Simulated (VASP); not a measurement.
# TiW14 (a cell with a defect) in VASP: further runs

TiW14 (a cell with a defect) is run at these levels: PBE; tasks: single point.

All numbers are computed with VASP 6.6.1; they aren't measurements. Logs are shortened: lines on timing, memory, paths and dates and some standing lists are left out, and cuts for length are marked.

## Step 1: The cell of the first run

The cell holds a defect, 15 atoms: a = 6.320 Å, b = 6.320 Å, c = 6.320 Å, α = 90.00°, β = 90.00°, γ = 90.00°.

## Step 2: Single point, PBE

INCAR

```
SYSTEM = TiW14
ALGO = Normal ; EDIFF = 1E-6
ENCUT = 520 ; GGA = PE
ISIF = 2 ; ISMEAR = 0
LASPH = .TRUE. ; LCHARG = .FALSE.
LREAL = Auto ; LWAVE = .FALSE.
NBANDS = 117 ; NELM = 80
PREC = Accurate ; SIGMA = 0.05
```

KPOINTS

```
k-points
0
G
  3 3 3
  0 0 0
```

POSCAR

```
TiW14
1.0
    6.3200000000      0.0000000000      0.0000000000
    0.0000000000      6.3200000000      0.0000000000
    0.0000000000      0.0000000000      6.3200000000
W Ti
14 1
Direct
    0.0015354430      0.0002601266      0.0026360759
    0.5029267405     -0.0022324367      0.0001425633
   -0.0007653481      0.5014462025     -0.0010185127
   -0.0007686709     -0.0034082278      0.5038297468
    0.5004207278      0.4991457278      0.0026305380
    0.5004208861      0.0002457278      0.5015240506
    0.7528438291      0.2507723101      0.2531447785
    0.2499112342      0.7478392405      0.2531558544
    0.2498962025      0.2507882911      0.7502302215
    0.5041007911      0.5014401899      0.5038297468
    0.7556327532      0.7450533228      0.2563197785
    0.7556329114      0.2539473101      0.7474216772
    0.2467439873      0.7450568038      0.7474287975
    0.7520903481      0.7486091772      0.7509813291
    0.2434702532      0.2572300633      0.2596204114
```

Potentials or basis: VASP PAW PBE potentials, release 64 (W_sv, Ti_sv).

Command:

```bash
cat potpaw_PBE.64/W_sv/POTCAR potpaw_PBE.64/Ti_sv/POTCAR > POTCAR
mpirun -np 1 vasp_std > vasp.out
```

OUTCAR:

```text
SYSTEM = TiW14
   EDIFF = 1E-6
   ENCUT = 520
   GGA = PE
   ISIF = 2
   ISMEAR = 0
   LASPH = .TRUE.
   LREAL = Auto
   NELM = 80
   PREC = Accurate

 ion  position               nearest neighbor table
   1  0.002  0.000  0.003-   7 2.74   9 2.74   8 2.74  14 2.75  11 2.75  12 2.75  13 2.76  15 2.76
                             2 3.15   4 3.15   3 3.15   3 3.17   4 3.17   2 3.17
   2  0.503  0.998  0.000-  14 2.73   7 2.76   8 2.76   9 2.76  11 2.78  12 2.78  13 2.78  15 2.84
                             1 3.15   6 3.15   5 3.15   5 3.17   6 3.17   1 3.17
   3  0.999  0.501  0.999-  14 2.71  12 2.71  13 2.71  11 2.72  15 2.73   9 2.74   7 2.74   8 2.74
                             5 3.15   1 3.15   5 3.17   1 3.17
   4  0.999  0.997  0.504-  14 2.71  13 2.71  11 2.71  12 2.72  15 2.73   8 2.74   7 2.74   9 2.74
                             1 3.15   6 3.15   6 3.17   1 3.17
   5  0.500  0.499  0.003-   8 2.74   9 2.74   7 2.74  14 2.75  13 2.75  11 2.75  12 2.76  15 2.76
                             2 3.15  10 3.15   3 3.15   3 3.17  10 3.17   2 3.17
   6  0.500  0.000  0.502-   9 2.74   8 2.74   7 2.74  14 2.75  13 2.75  12 2.75  11 2.76  15 2.76
                             2 3.15  10 3.15   4 3.15   4 3.17  10 3.17   2 3.17
   7  0.753  0.251  0.253-   1 2.74  10 2.74   3 2.74   4 2.74   5 2.74   6 2.74   2 2.76  15 3.10
                            12 3.12  11 3.12  11 3.20  12 3.20
   8  0.250  0.748  0.253-   5 2.74   4 2.74   6 2.74   3 2.74  10 2.74   1 2.74   2 2.76  15 3.10
                            13 3.12  11 3.12  11 3.20  13 3.20
   9  0.250  0.251  0.750-   6 2.74   3 2.74   5 2.74   1 2.74  10 2.74   4 2.74   2 2.76  15 3.10
                            12 3.12  13 3.12  13 3.20  12 3.20
  10  0.504  0.501  0.504-  14 2.71  12 2.71  11 2.71  13 2.72  15 2.73   7 2.74   9 2.74   8 2.74
                             5 3.15   6 3.15   6 3.17   5 3.17
  11  0.756  0.745  0.256-   4 2.71  10 2.71   3 2.72   1 2.75   5 2.75   6 2.76   2 2.78   8 3.12
                             7 3.12  14 3.13  14 3.19   7 3.20   8 3.20
  12  0.756  0.254  0.747-  10 2.71   3 2.71   4 2.72   1 2.75   6 2.75   5 2.76   2 2.78   9 3.12
                             7 3.12  14 3.13  14 3.19   7 3.20   9 3.20
  13  0.247  0.745  0.747-   4 2.71   3 2.71  10 2.72   6 2.75   5 2.75   1 2.76   2 2.78   9 3.12
                             8 3.12  14 3.13  14 3.19   8 3.20   9 3.20
  14  0.752  0.749  0.751-   4 2.71   3 2.71  10 2.71   2 2.73   1 2.75   6 2.75   5 2.75  13 3.13
                            11 3.13  12 3.13  12 3.19  11 3.19  13 3.19
  15  0.243  0.257  0.260-  10 2.73   4 2.73   3 2.73   6 2.76   5 2.76   1 2.76   2 2.84   8 3.10
                             9 3.10   7 3.10

  LATTYP: Found a simple cubic cell.
 ALAT       =     6.3200000000

  Lattice vectors:

 A1 = (   6.3200000000,   0.0000000000,   0.0000000000)
 A2 = (   0.0000000000,   6.3200000000,   0.0000000000)
 A3 = (   0.0000000000,   0.0000000000,   6.3200000000)

Analysis of symmetry for initial positions (statically):
=====================================================================
 Subroutine PRICEL returns:
 Original cell was already a primitive cell.
[... 164 lines left out ...]
   AEXX    =    0.0000 exact exchange contribution
   IVDW    =     0    specifies the selected vdW correction
   LEPSILON=     F    determine dielectric tensor
   LRPA    =     F    only Hartree local field effects (RPA)
 non-spin polarized calculation
 Gauss-broadening in eV      SIGMA  =   0.05
  energy-cutoff  :      520.00
  volume of cell :      252.44
 maximum number of plane-waves:      6859
   NGX = 23   NGY = 23   NGZ = 23

 number of electron     208.0000004 magnetization

 Free energy of the ion-electron system (eV)
  ---------------------------------------------------
  ext. energy  EPLUGINS =         0.00000000
  ---------------------------------------------------
  free energy    TOTEN  =      -186.31265836 eV

  energy without entropy =     -186.30160185  energy(sigma->0) =     -186.30713010

 E-fermi :  10.0883     XC(G=0): -13.1152

 val. band max:       10.0590498119   @ k =   0.0000   0.0000   0.0000
 cond. band min:      10.1242882560   @ k =   0.3333   0.3333   0.0000
 fundamental gap:      0.0652384441
 Fermi energy:        10.0883094360

 k-point     1 :       0.0000    0.0000    0.0000
  band No.  band energies     occupation
      1     -63.7794      2.00000
      2     -63.7337      2.00000
      3     -63.7157      2.00000
      4     -63.7156      2.00000
      5     -63.6880      2.00000
      6     -63.6825      2.00000
[... 1655 lines left out ...]
    115      12.1776      0.00000
    116      12.5338      0.00000
 [bands above 116 left out]

------------------------ aborting loop because EDIFF is reached ----------------------------------------

  FORCE on cell =-STRESS in cart. coord.  units (eV):
  Direction    XX          YY          ZZ          XY          YZ          ZX
  --------------------------------------------------------------------------------------
  -------------------------------------------------------------------------------------
  Total       -0.2610070     -0.2583523     -0.2629899      0.5026697     -0.5058622      0.5079893
  in kB       -1.6565763     -1.6397275     -1.6691619      3.1903774     -3.2106394      3.2241400
  external PRESSURE =      -1.6551552 kB  Pullay stress =       0.0000000 kB

 VOLUME and BASIS-vectors are now :
 -----------------------------------------------------------------------------
  energy-cutoff  :      520.00
  volume of cell :      252.44
      direct lattice vectors                 reciprocal lattice vectors
     6.320000000  0.000000000  0.000000000     0.158227848  0.000000000  0.000000000
     0.000000000  6.320000000  0.000000000     0.000000000  0.158227848  0.000000000
     0.000000000  0.000000000  6.320000000     0.000000000  0.000000000  0.158227848

 POSITION                                       TOTAL-FORCE (eV/Angst)
 -----------------------------------------------------------------------------------
      0.00970      0.00164      0.01666         0.006832      0.009100      0.009501
      3.17850      6.30589      0.00090        -0.002677      0.002377      0.002089
      6.31516      3.16914      6.31356         0.008831     -0.008812      0.007239
      6.31514      6.29846      3.18420         0.009144      0.007859     -0.009064
      3.16266      3.15460      0.01663        -0.009531     -0.005867      0.009063
      3.16266      0.00155      3.16963        -0.008940      0.011037     -0.005716
      4.75797      1.58488      1.59988         0.000692      0.005140      0.004886
      1.57944      4.72634      1.59994        -0.004219     -0.001138      0.004281
      1.57934      1.58498      4.74145        -0.003715      0.004064     -0.001555
      3.18592      3.16910      3.18420        -0.007750     -0.008687     -0.008567
      4.77560      4.70874      1.61994         0.008641     -0.007478      0.004983
      4.77560      1.60495      4.72370         0.007040      0.004132     -0.006448
      1.55942      4.70876      4.72375        -0.005204     -0.008316     -0.006421
      4.75321      4.73121      4.74620         0.001621     -0.004380     -0.003710
      1.53873      1.62569      1.64080        -0.000766      0.000968     -0.000561
 -----------------------------------------------------------------------------------
    total drift:                                0.000237      0.002007     -0.006283

  FREE ENERGIE OF THE ION-ELECTRON SYSTEM (eV)
  ---------------------------------------------------
  free  energy   TOTEN  =      -186.3126583580 eV

  energy  without entropy=     -186.3016018489  energy(sigma->0) =     -186.30713010
```

It took 16 min on 1 thread of Intel Xeon Platinum 8259CL at 2.50GHz (Skylake/Cascade Lake), shared host; peak memory 0.47 GiB.

What came out:

* Free energy: -186.3127 eV
* Pressure: -0.2 GPa
* Largest force: 0.015 eV/Å
* Band gap on the k mesh: zero (bands 104 and 105 overlap by 0.90 eV)

Forces on the atoms (eV/Å):
```
W    0.007  0.009  0.010
W   -0.003  0.002  0.002
W    0.009 -0.009  0.007
W    0.009  0.008 -0.009
W   -0.010 -0.006  0.009
W   -0.009  0.011 -0.006
W    0.001  0.005  0.005
W   -0.004 -0.001  0.004
W   -0.004  0.004 -0.002
W   -0.008 -0.009 -0.009
W    0.009 -0.007  0.005
W    0.007  0.004 -0.006
W   -0.005 -0.008 -0.006
W    0.002 -0.004 -0.004
Ti  -0.001  0.001 -0.001
```

Stress tensor (GPa, compression positive):
```
-0.17  0.32  0.32
 0.32 -0.16 -0.32
 0.32 -0.32 -0.17
```

Levels at points of the mesh, in eV from the Fermi level:
| k point | band 101 | band 102 | band 103 | band 104 | band 105 | band 106 | band 107 | band 108 |
| --- | --- | --- | --- | --- | --- | --- | --- | --- |
| (0.00, 0.00, 0.00) | -0.03 | -0.03 | 0.28 | 0.28 | 0.35 | 1.13 | 1.13 | 1.18 |

Caveat: spin-orbit coupling is left out, which moves the levels of the heavy elements.

## Step 3: Single point, PBE

INCAR

```
SYSTEM = TiW14
PREC = Accurate
ENCUT = 520
EDIFF = 1E-7
ISMEAR = 0
SIGMA = 0.05
LREAL = Auto
LASPH = .True.
NELM = 80
ALGO = Normal
ISIF = 2
LWAVE = .False.
LCHARG = .True.
GGA = PE
LELF = .True.
LVHAR = .True.
NBANDS = 117
```

KPOINTS

```
regular mesh
0
Gamma
  3 3 3
  0 0 0
```

POSCAR

```
TiW14
1.0
    6.3200000000      0.0000000000      0.0000000000
    0.0000000000      6.3200000000      0.0000000000
    0.0000000000      0.0000000000      6.3200000000
W Ti
14 1
Direct
   -0.0004626582      0.0033656646      0.0049322785
    0.4992393987      0.0013922468      0.0030180380
   -0.0050351266      0.5055879747     -0.0068643987
   -0.0049931962     -0.0083425633      0.5071406646
    0.4971376582      0.5009727848      0.0048653481
    0.4971419304      0.0033072785      0.5025650316
    0.7410651899      0.2447976266      0.2462941456
    0.2555526899      0.7590435127      0.2466221519
    0.2557142405      0.2449659810      0.7608822785
    0.5085094937      0.5053746835      0.5069574367
    0.7581726266      0.7422030063      0.2525683544
    0.7583196203      0.2510783228      0.7437068038
    0.2496806962      0.7424378165      0.7440870253
    0.7506813291      0.7499707278      0.7514033228
    0.1653376582      0.3346406646      0.3364066456
```

Potentials or basis: VASP PAW PBE potentials, release 64 (W_sv, Ti_sv).

Command:

```bash
cat potpaw_PBE.64/W_sv/POTCAR potpaw_PBE.64/Ti_sv/POTCAR > POTCAR
mpirun -np 1 vasp_std > vasp.out
```

Run time: 26 min. Hardware: 1 thread of Intel Xeon Platinum 8375C at 2.90GHz (Ice Lake), shared host; peak memory 0.47 GiB.

Results (log left out):

```
Free energy            : -185.4797 eV
Pressure               : 0.9 GPa
Largest force          : 0.893 eV/Å
Band gap on the k mesh : zero (bands 104 and 105 overlap by 0.87 eV)
```

Forces on the atoms (eV/Å):
```
W   -0.051  0.021  0.025
W   -0.057  0.038  0.041
W   -0.025  0.020  0.080
W   -0.028  0.067  0.022
W   -0.021  0.051  0.025
W   -0.023  0.021  0.051
W   -0.014  0.059  0.065
W   -0.052  0.041  0.044
W   -0.061  0.048  0.023
W   -0.051  0.039  0.039
W   -0.003  0.007  0.053
W   -0.011  0.048  0.010
W   -0.061  0.000 -0.005
W   -0.061  0.044  0.050
Ti   0.519 -0.504 -0.524
```

Stress tensor (GPa, compression positive):
```
 0.90  2.43  2.44
 2.43  0.91 -2.42
 2.44 -2.42  0.91
```

Levels at points of the mesh, in eV from the Fermi level:
```csv
k point,band 102,band 103,band 104,band 105,band 106,band 107
"(0.00, 0.00, 0.00)",0.15,0.23,0.39,0.40,1.04,1.04
```

Caveat: spin-orbit coupling is left out, which moves the levels of the heavy elements.
